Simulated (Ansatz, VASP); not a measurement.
Ru: VASP beside Ansatz

File POSCAR:

```
Ru
1.0
    2.7059477279      0.0000000000      0.0000000000
   -1.3529738639      2.3434194737      0.0000000000
    0.0000000000      0.0000000000      4.2579056513
Ru
2
Direct
    0.3333333333      0.6666666667      0.2500000000
    0.6666666667      0.3333333333      0.7500000000
```

File INCAR.step1:

```
SYSTEM = Ru
ALGO = Normal
EDIFF = 1E-4
ENCUT = 520
GGA = PE
ISMEAR = 1
LASPH = .TRUE.
LCHARG = .FALSE.
LREAL = .FALSE.
LWAVE = .TRUE.
NBANDS = 21
NELM = 60
PREC = Accurate
SIGMA = 0.6
```

Contents of INCAR.step2:

```
SYSTEM = Ru
ALGO = Normal
EDIFF = 1E-7
ENCUT = 520
ISIF = 2
ISMEAR = 1
ISTART = 1
LASPH = .TRUE.
LCHARG = .FALSE.
LMIXTAU = .TRUE.
LREAL = .FALSE.
LWAVE = .FALSE.
METAGGA = R2SCAN
NBANDS = 21
NELM = 60
PREC = Accurate
SIGMA = 0.6
```

File KPOINTS:

```
k-points
0
G
  13 13 8
  0 0 0
```

Input for Ansatz:

```yaml
crystal:
  lattice:
    - [2.7059477279, 0.0, 0.0]
    - [-1.3529738639, 2.3434194737, 0.0]
    - [0.0, 0.0, 4.2579056513]
  atoms:
    - { symbol: Ru, position: [0.3333333333, 0.6666666667, 0.25] }
    - { symbol: Ru, position: [0.6666666667, 0.3333333333, 0.75] }
hamiltonian:
  xc: r2scan
  pseudopotentials:
    kind: paw
    azcp:
      Ru: "pseudopotentials/Ru.paw.azcp"
basis:
  ecutwfc: 500
  fft_grid_basis: typed
kpoints:
  mp_grid: { grid: [13, 13, 8], shift: [0, 0, 0] }
magnetization:
  spin_polarized: false
scf:
  occupations: { method: cold, width: 0.6 }
  lower_state_search: "off"
output:
  stress: true
```

Alike in both runs: task single point; functional r2SCAN; k mesh 13 × 13 × 8; no spin polarisation.

|  | VASP | Ansatz |
| --- | --- | --- |
| version | VASP 6.6.1 | Ansatz 0.2.0 |
| potentials or method | VASP PAW PBE potentials, release 64 (Ru_pv), cutoff 520 eV | plane waves (500 eV) with PAW, scalar-relativistic |
| occupations | methfessel-paxton of order 1, width 0.6 eV | cold, width 0.6 eV |
| valence electrons in the cell | 28 | 32 |

Ansatz gave:

| Item | Value |
| --- | --- |
| pressure (GPa) | -0.4 |
| traceless stress, the component that is largest in VASP (GPa) | 0.45 |

Question: Which values does VASP return?

Answer: Pressure (GPa): 1.2; traceless stress, the component that is largest in VASP (GPa): 0.33.

VASP's potentials were made for PBE, not for r2SCAN. VASP's potentials hold 28 valence electrons a cell and Ansatz's 32, so a difference there can come from the potentials and not from the codes.
